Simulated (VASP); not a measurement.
# KF in VASP: further runs

Runs on KF. Level: PBE. Tasks: single point.

Program: VASP 6.6.1. These are calculated values, not measurements. Logs are shortened: lines on timing, memory, paths and dates and some standing lists are left out, and cuts for length are marked.

## 1. The cell of the first run

The cell holds a wire or tube with vacuum around it, 4 atoms: a = 11.600 Å, b = 9.300 Å, c = 4.877 Å, α = 90.00°, β = 90.00°, γ = 90.00°.

## 2. Single point, PBE, collinear spin

The input, INCAR:

```
PREC = Accurate ; ENCUT = 520
EDIFF = 1E-7 ; ISMEAR = 0
SIGMA = 0.05 ; LREAL = False
LASPH = True ; NELM = 150
ALGO = Normal ; ISIF = 2
LWAVE = False ; LCHARG = False
ISPIN = 2 ; MAGMOM = 0.5 0.5 0.5 0.5
LORBIT = 11 ; GGA = PE
NBANDS = 28
```

The input, KPOINTS:

```
Automatic mesh
0
Gamma
  1 1 13
```

The input, POSCAR:

```
KF
1.0
   11.6000000000      0.0000000000      0.0000000000
    0.0000000000      9.3000000000      0.0000000000
    0.0000000000      0.0000000000      4.8768595722
K F
2 2
Direct
    0.3896400312      0.5000000000      0.0000000000
    0.6103599688      0.5000000000      0.5000000000
    0.3896400312      0.5000000000      0.5000000000
    0.6103599688      0.5000000000      0.0000000000
```

Potentials or basis: VASP PAW PBE potentials, release 64 (K_sv, F).

Command:

```console
> cat potpaw_PBE.64/K_sv/POTCAR potpaw_PBE.64/F/POTCAR > POTCAR
> mpirun -np 1 vasp_std > vasp.out
```

OUTCAR:

```text
PREC = Accurate
   ENCUT = 520
   EDIFF = 1E-7
   ISMEAR = 0
   LREAL = False
   LASPH = True
   NELM = 150
   ISIF = 2
   ISPIN = 2
   LORBIT = 11
   GGA = PE

 ion  position               nearest neighbor table
   1  0.390  0.500  0.000-   3 2.44   3 2.44   4 2.56   2 3.54   2 3.54
   2  0.610  0.500  0.500-   4 2.44   4 2.44   3 2.56   1 3.54   1 3.54
   3  0.390  0.500  0.500-   1 2.44   1 2.44   2 2.56
   4  0.610  0.500  0.000-   2 2.44   2 2.44   1 2.56

  LATTYP: Found a simple orthorhombic cell.
 ALAT       =     4.8768595722
 B/A-ratio  =     1.9069648946
 C/A-ratio  =     2.3785798685

  Lattice vectors:

 A1 = (   0.0000000000,   0.0000000000,  -4.8768595722)
 A2 = (   0.0000000000,   9.3000000000,   0.0000000000)
 A3 = (  11.6000000000,   0.0000000000,   0.0000000000)

Analysis of symmetry for initial positions (statically):
=====================================================================
 Subroutine PRICEL returns:
 Original cell was already a primitive cell.

 Routine SETGRP: Setting up the symmetry group for a
 simple orthorhombic supercell.

 Subroutine GETGRP returns: Found  8 space group operations
 (whereof  4 operations were pure point group operations)
 out of a pool of  8 trial point group operations.

The static configuration has the point symmetry C_2v.
 The point group associated with its full space group is D_2h.

Analysis of symmetry for dynamics (positions and initial velocities):
=====================================================================
 Subroutine PRICEL returns:
 Original cell was already a primitive cell.

 Routine SETGRP: Setting up the symmetry group for a
 simple orthorhombic supercell.

 Subroutine GETGRP returns: Found  8 space group operations
 (whereof  4 operations were pure point group operations)
 out of a pool of  8 trial point group operations.

The dynamic configuration has the point symmetry C_2v.
 The point group associated with its full space group is D_2h.

Analysis of structural, dynamic, and magnetic symmetry:
=====================================================================
 Subroutine PRICEL returns:
 Original cell was already a primitive cell.

 Routine SETGRP: Setting up the symmetry group for a
 simple orthorhombic supercell.

 Subroutine GETGRP returns: Found  8 space group operations
 (whereof  4 operations were pure point group operations)
 out of a pool of  8 trial point group operations.

The overall configuration has the point symmetry C_2v.
 The point group associated with its full space group is D_2h.

 Subroutine INISYM returns: Found  8 space group operations
 (whereof  4 operations are pure point group operations),
 and found     1 'primitive' translations

----------------------------------------------------------------------------------------

                                     Primitive cell

  volume of cell :     526.1156

  direct lattice vectors                    reciprocal lattice vectors
    11.600000000  0.000000000  0.000000000     0.086206897  0.000000000  0.000000000
     0.000000000  9.300000000  0.000000000     0.000000000  0.107526882  0.000000000
     0.000000000  0.000000000  4.876859572     0.000000000  0.000000000  0.205049989

  length of vectors
    11.600000000  9.300000000  4.876859572     0.086206897  0.107526882  0.205049989

  position of ions in fractional coordinates (direct lattice)
     0.389640031  0.500000000  0.000000000
     0.610359969  0.500000000  0.500000000
     0.389640031  0.500000000  0.500000000
     0.610359969  0.500000000  0.000000000

  ion indices of the primitive-cell ions
   primitive index   ion index
                 1           1
                 2           2
                 3           3
                 4           4

----------------------------------------------------------------------------------------

 KPOINTS: Automatic mesh

Automatic generation of k-mesh.
 Grid dimensions read from file:
 generate k-points for:    1    1   13

 Generating k-lattice:

  Cartesian coordinates                     Fractional coordinates (reciprocal lattice)
     0.086206897  0.000000000  0.000000000     1.000000000  0.000000000  0.000000000
     0.000000000  0.107526882  0.000000000     0.000000000  1.000000000  0.000000000
     0.000000000  0.000000000  0.015773076     0.000000000  0.000000000  0.076923077

  Length of vectors
     0.086206897  0.107526882  0.015773076

  Shift w.r.t. Gamma in fractional coordinates (k-lattice)
     0.000000000  0.000000000  0.000000000

 Subroutine IBZKPT returns following result:
 ===========================================

 Found      7 irreducible k-points:

 Following reciprocal coordinates:
            Coordinates               Weight
  0.000000  0.000000  0.000000      1.000000
  0.000000  0.000000  0.076923      2.000000
  0.000000  0.000000  0.153846      2.000000
  0.000000  0.000000  0.230769      2.000000
  0.000000  0.000000  0.307692      2.000000
  0.000000  0.000000  0.384615      2.000000
  0.000000  0.000000  0.461538      2.000000
   k-points           NKPTS =      7   k-points in BZ     NKDIM =      7   number of bands    NBANDS=     28
   number of dos      NEDOS =    301   number of ions     NIONS =      4
   total plane-waves  NPLWV = 226800
   dimension x,y,z NGX =    90 NGY =   70 NGZ =   36
   dimension x,y,z NGXF=   180 NGYF=  140 NGZF=   72
   ions per type =               2   2
   NGX,Y,Z   is equivalent  to a cutoff of  12.90, 12.51, 12.27 a.u.
   NGXF,Y,Z  is equivalent  to a cutoff of  25.80, 25.03, 24.54 a.u.
 SYSTEM =  unknown system
   PREC   = accura    normal or accurate (medium, high low for compatibility)
   ISTART =      0    job   : 0-new  1-cont  2-samecut
   ICHARG =      2    charge: 1-file 2-atom 10-const
   ISPIN  =      2    spin polarized calculation?
   LNONCOLLINEAR =      F non collinear calculations
   LSORBIT =      F    spin-orbit coupling
   LASPH  =      T    aspherical Exc in radial PAW
   ENCUT  =  520.0 eV  38.22 Ry    6.18 a.u.  21.57 17.29  9.07*2*pi/ulx,y,z
   NELM   =    150;   NELMIN=  2; NELMDL= -5     # of ELM steps
   EDIFF  = 0.1E-06   stopping-criterion for ELM
   LREAL  =      F    real-space projection
   EDIFFG = 0.1E-05   stopping-criterion for IOM
   NSW    =      0    number of steps for IOM
   IBRION =     -1    ionic relax: 0-MD 1-quasi-New 2-CG
   NFREE  =      0    steps in history (QN), initial steepest desc. (CG)
   ISIF   =      2    stress and relaxation
   ISYM   =      2    0-nonsym 1-usesym 2-fastsym
   POTIM  = 0.5000    time-step for ionic-motion
   TEBEG  =    0.0;   TEEND  =   0.0 temperature during run
   PSTRESS=    0.0 pullay stress
   NELECT =      32.0000    total number of electrons
   NUPDOWN=      -1.0000    fix difference up-down
   EMIN   =  10.00;   EMAX   =-10.00  energy-range for DOS
   EFERMI =   0.00;   METHOD = LEGACY
   ISMEAR =     0;   SIGMA  =   0.05  broadening in eV -4-tet -1-fermi 0-gaus
   EFERMI_NEDOS =   21; number of points for ismear=-14 and -15
   IALGO  =     38    algorithm
   IMIX   =      4    mixing-type and parameters
     AMIX     =   0.40;   BMIX     =  1.00
     AMIX_MAG =   1.60;   BMIX_MAG =  1.00
  volume/ion in A,a.u.               =     131.53       887.60
  Fermi-wavevector in a.u.,A,eV,Ry     =   0.643820  1.216643  5.639671  0.414504
  Thomas-Fermi vector in A             =   1.710945
   LORBIT       =     11    0 simple, 1 ext, 2 COOP (PROOUT), +10 PAW based schemes
   GGA     = PE    functional components
   LHFCALC =     F    Hartree Fock is set to
   AEXX    =    0.0000 exact exchange contribution
   IVDW    =     0    specifies the selected vdW correction
   LEPSILON=     F    determine dielectric tensor
   LRPA    =     F    only Hartree local field effects (RPA)
 spin polarized calculation
 Gauss-broadening in eV      SIGMA  =   0.05
  energy-cutoff  :      520.00
  volume of cell :      526.12
 maximum number of plane-waves:     14206
 NGX is ok and might be reduce to    90
   NGX = 43   NGY = 35   NGZ = 19

 number of electron      31.9999991 magnetization       0.0000054

 number of electron      31.9999991 magnetization      -0.0000051

 Free energy of the ion-electron system (eV)
  ---------------------------------------------------
  ext. energy  EPLUGINS =         0.00000000
  ---------------------------------------------------
  free energy    TOTEN  =       -15.37782396 eV

  energy without entropy =      -15.37782396  energy(sigma->0) =      -15.37782396

 E-fermi :  -4.9285     XC(G=0):  -2.0068

 val. band max:       -5.1537358926   @ k =   0.0000   0.0000   0.0000
 cond. band min:      -0.5780203574   @ k =   0.0000   0.0000   0.0000
 fundamental gap:      4.5757155352
 Fermi energy:        -4.9285140133

 spin component 1

 k-point     1 :       0.0000    0.0000    0.0000
  band No.  band energies     occupation
      1     -32.3192      1.00000
      2     -32.2600      1.00000
      3     -23.9326      1.00000
      4     -23.9177      1.00000
      5     -15.9805      1.00000
      6     -15.9396      1.00000
[... 20 lines left out ...]
     27       3.8913      0.00000
[... 163 lines left out ...]
      5     -15.9467      1.00000
      6     -15.9391      1.00000
[... 20 lines left out ...]
     27       3.1953      0.00000
     28       3.5176      0.00000
 Fermi energy:        -4.9285140133

 spin component 2

 k-point     1 :       0.0000    0.0000    0.0000
  band No.  band energies     occupation
      1     -32.3192      1.00000
      2     -32.2600      1.00000
      3     -23.9326      1.00000
      4     -23.9177      1.00000
      5     -15.9805      1.00000
      6     -15.9396      1.00000
[... 20 lines left out ...]
     27       3.8920      0.00000
[... 164 lines left out ...]
      6     -15.9391      1.00000
[... 20 lines left out ...]
     27       3.1958      0.00000
     28       3.5251      0.00000

------------------------ aborting loop because EDIFF is reached ----------------------------------------

  FORCE on cell =-STRESS in cart. coord.  units (eV):
  Direction    XX          YY          ZZ          XY          YZ          ZX
  --------------------------------------------------------------------------------------
  -------------------------------------------------------------------------------------
  Total        0.0469993     -0.0866244      1.6246857      0.0000000      0.0000000      0.0000000
  in kB        0.1431267     -0.2637969      4.9476477      0.0000000      0.0000000      0.0000000
  external PRESSURE =       1.6089925 kB  Pullay stress =       0.0000000 kB

 VOLUME and BASIS-vectors are now :
 -----------------------------------------------------------------------------
  energy-cutoff  :      520.00
  volume of cell :      526.12
      direct lattice vectors                 reciprocal lattice vectors
    11.600000000  0.000000000  0.000000000     0.086206897  0.000000000  0.000000000
     0.000000000  9.300000000  0.000000000     0.000000000  0.107526882  0.000000000
     0.000000000  0.000000000  4.876859572     0.000000000  0.000000000  0.205049989

 POSITION                                       TOTAL-FORCE (eV/Angst)
 -----------------------------------------------------------------------------------
      4.51982      4.65000      0.00000        -0.103520      0.000000      0.000000
      7.08018      4.65000      2.43843         0.103520      0.000000      0.000000
      4.51982      4.65000      2.43843         0.049448      0.000000      0.000000
      7.08018      4.65000      0.00000        -0.049448      0.000000      0.000000
 -----------------------------------------------------------------------------------
    total drift:                                0.000000     -0.000000      0.000000

  FREE ENERGIE OF THE ION-ELECTRON SYSTEM (eV)
  ---------------------------------------------------
  free  energy   TOTEN  =       -15.3778239586 eV

  energy  without entropy=      -15.3778239586  energy(sigma->0) =      -15.37782396

 total charge

# of ion       s       p       d       tot
------------------------------------------
    1        1.958   5.588   0.039   7.585
    2        1.958   5.588   0.039   7.585
    3        1.732   4.344   0.000   6.076
    4        1.732   4.344   0.000   6.076
--------------------------------------------------
tot          7.379  19.865   0.078  27.322

 magnetization (x)

# of ion       s       p       d       tot
------------------------------------------
    1       -0.000  -0.000   0.000  -0.000
    2       -0.000  -0.000   0.000  -0.000
    3        0.000   0.000   0.000   0.000
    4        0.000   0.000   0.000   0.000
--------------------------------------------------
tot          0.000   0.000   0.000   0.000
```

It took 14 min on 1 thread of Oxide Virtual Turin-like, shared host; peak memory 0.67 GiB.

What came out:

| Item | Value |
| --- | --- |
| Free energy | -15.3778 eV |
| Largest force | 0.104 eV/Å |
| Band gap on the k mesh | 4.58 eV |
| Net moment | 0.00 μB per cell |
| Valence electrons inside the program's atomic spheres | K 7.58; F 6.08 |

Forces in eV/Å, atoms in the order of the input:
```
K   -0.104  0.000  0.000
K    0.104  0.000  0.000
F    0.049  0.000  0.000
F   -0.049  0.000  0.000
```

## 3. Single point, PBE, collinear spin

This run uses another cell than the first one.

The input, INCAR:

```
  ALGO = Normal
  EDIFF = 1E-7
  ENCUT = 520
  GGA = PE
  ISIF = 2
  ISMEAR = 0
  ISPIN = 2
  LASPH = T
  LCHARG = F
  LORBIT = 11
  LREAL = F
  LWAVE = F
  MAGMOM = 0.5 0.5 0.5 0.5
  NBANDS = 28
  NELM = 150
  PREC = Accurate
  SIGMA = 0.05
```

The input, KPOINTS:

```
k-points
0
Gamma
  1 1 13
```

The input, POSCAR:

```
KF
1.0
   11.6000000000      0.0000000000      0.0000000000
    0.0000000000      9.3000000000      0.0000000000
    0.0000000000      0.0000000000      4.9662300349
K F
2 2
Direct
    0.3867222680      0.5000000000      0.0000000000
    0.6132777320      0.5000000000      0.5000000000
    0.3946035037      0.5000000000      0.5000000000
    0.6053964963      0.5000000000      0.0000000000
```

Potentials or basis: VASP PAW PBE potentials, release 64 (K_sv, F).

Command:

```console
> cat potpaw_PBE.64/K_sv/POTCAR potpaw_PBE.64/F/POTCAR > POTCAR
> mpirun -np 1 vasp_std > vasp.out
```

Wall time 16 min (1 thread of Oxide Virtual Turin-like, shared host); peak memory 0.76 GiB.

The run converged. Its results:

```yaml
Free_energy: -15.4018 eV
Largest_force: 0.021 eV/Å
Band_gap_on_the_k_mesh: 4.51 eV
Net_moment: 0.00 μB per cell
Valence_electrons_inside_the_program's_atomic_spheres: K 7.58; F 6.07
```

Forces on the atoms (eV/Å):
```
K   -0.021  0.000  0.000
K    0.021  0.000  0.000
F   -0.015  0.000  0.000
F    0.015  0.000  0.000
```

Levels at points of the mesh, in eV from the valence-band top:
Spin up:
| k point | band 12 | band 13 | band 14 | band 15 | band 16 | band 17 | band 18 | band 19 | band 20 | band 21 |
| --- | --- | --- | --- | --- | --- | --- | --- | --- | --- | --- |
| (0.00, 0.00, 0.00) | -0.31 | -0.28 | -0.21 | -0.10 | 0.00 | 4.51 | 5.56 | 5.88 | 6.24 | 6.76 |
Spin down:
```csv
k point,band 12,band 13,band 14,band 15,band 16,band 17,band 18,band 19,band 20,band 21
"(0.00, 0.00, 0.00)",-0.31,-0.28,-0.21,-0.10,0.00,4.51,5.56,5.88,6.24,6.77
```
